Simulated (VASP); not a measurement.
# TePb (rocksalt type): single point with PBE

The system is TePb (rocksalt type).

```
Pb Te
1.0
     0.00000    3.21658    3.21658
     3.21658    0.00000    3.21658
     3.21658    3.21658    0.00000
Pb Te
1 1
Direct
  0.00000 0.00000 0.00000
  0.50000 0.50000 0.50000
```

This cell differs from its parent crystal: volume scaled by 0.94.

| Property | Result |
| --- | --- |
| Program | VASP 6.6.1 |
| Task | single point |
| Functional | PBE |
| Potentials or basis | VASP PAW PBE potentials, release 64 (Pb_d, Te) |
| Cutoff | 520 eV |
| k mesh | 11 × 11 × 11 |
| Occupations | fermi-dirac, width 0.1 eV |
| Spin | no spin polarisation |
| Dipole correction | no |
| Further INCAR settings | ALGO = Normal; EDIFF = 1e-07; NBANDS = 17 |

```
Pressure : 2.7 GPa
```

Levels at points of the mesh, in eV from the Fermi level:
```tsv
k point	band 7	band 8	band 9	band 10	band 11	band 12	band 13	band 14
(0.00, 0.00, 0.00)	-5.97	-1.81	-1.81	-1.81	3.68	3.68	3.68	5.35
```

Run time: 50 s on 1 thread of Intel(R) Xeon(R) Platinum 8259CL CPU @ 2.50GHz (Skylake/Cascade Lake), with other jobs on the host, peak memory 0.24 GiB.

Caveat: this odd mesh misses L, where the gap lies, so gap, dielectric constants and Born charges aren't listed; spin-orbit coupling is left out, which moves the levels of the heavy elements.
